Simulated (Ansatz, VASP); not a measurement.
**WS2: VASP beside Ansatz**

INCAR

```
SYSTEM = WS2
PREC = Accurate
ENCUT = 520
EDIFF = 1E-6
ISMEAR = 0
SIGMA = 0.02
LREAL = .FALSE.
LASPH = .TRUE.
NELM = 60
ALGO = Normal
ISIF = 2
LWAVE = .FALSE.
LCHARG = .FALSE.
LDIPOL = .TRUE.
IDIPOL = 3
DIPOL = 0.5 0.5 0.500
GGA = PE
IVDW = 12
NBANDS = 20
```

Contents of KPOINTS:

```
Automatic mesh
0
G
  12 12 1
  0 0 0
```

The input POSCAR:

```
WS2
1.0
    3.2860000000      0.0000000000      0.0000000000
   -1.6430000000      2.8457594768      0.0000000000
    0.0000000000      0.0000000000     32.2910878415
S W
2 1
Direct
    0.3333333333      0.6666666667      0.4512000864
    0.3333333333      0.6666666667      0.5488121587
    0.6666666667      0.3333333333      0.5000061202
```

Input for Ansatz:

```yaml
crystal:
  lattice:
    - [3.286, 0.0, 0.0]
    - [-1.643, 2.8457594768, 0.0]
    - [0.0, 0.0, 32.2910878415]
  atoms:
    - { symbol: S, position: [0.3333333333, 0.6666666667, 0.4512000864] }
    - { symbol: W, position: [0.6666666667, 0.3333333333, 0.5000061202] }
    - { symbol: S, position: [0.3333333333, 0.6666666667, 0.5488121587] }
  periodic: [true, true, false]
basis:
  ecutwfc: 420
kpoints:
  mp_grid: { grid: [12, 12, 1] }
hamiltonian:
  xc: pbe
  pseudopotentials: { kind: paw, azcp: { folder: soft_1 } }
  dispersion: d3bj
scf:
  occupations: { method: gaussian, width: 0.02 }
output:
  forces: true
  stress: true
  eigenvalues: true
```

Alike in both runs: task single point; functional PBE; dispersion D3(BJ); k mesh 12 × 12 × 1; occupations gaussian, width 0.02 eV; no spin polarisation.

|  | VASP | Ansatz |
| --- | --- | --- |
| version | VASP 6.6.1 | Ansatz 0.2.0 |
| potentials or method | VASP PAW PBE potentials, release 64 (S, W_sv), cutoff 520 eV | scalar-relativistic, plane waves, PAW |
| valence electrons in the cell | 26 | 26 |

Ansatz gave:

- gap on the k mesh at the Fermi level (eV): 1.35
- least direct gap on the mesh (eV): 1.52
- rms of the force components (eV/Å): 0.367

Question: Estimate VASP's values.

Answer: gap on the k mesh at the Fermi level (eV): 1.36; least direct gap on the mesh (eV): 1.52; rms of the force components (eV/Å): 0.366.

Spin-orbit coupling is off throughout.
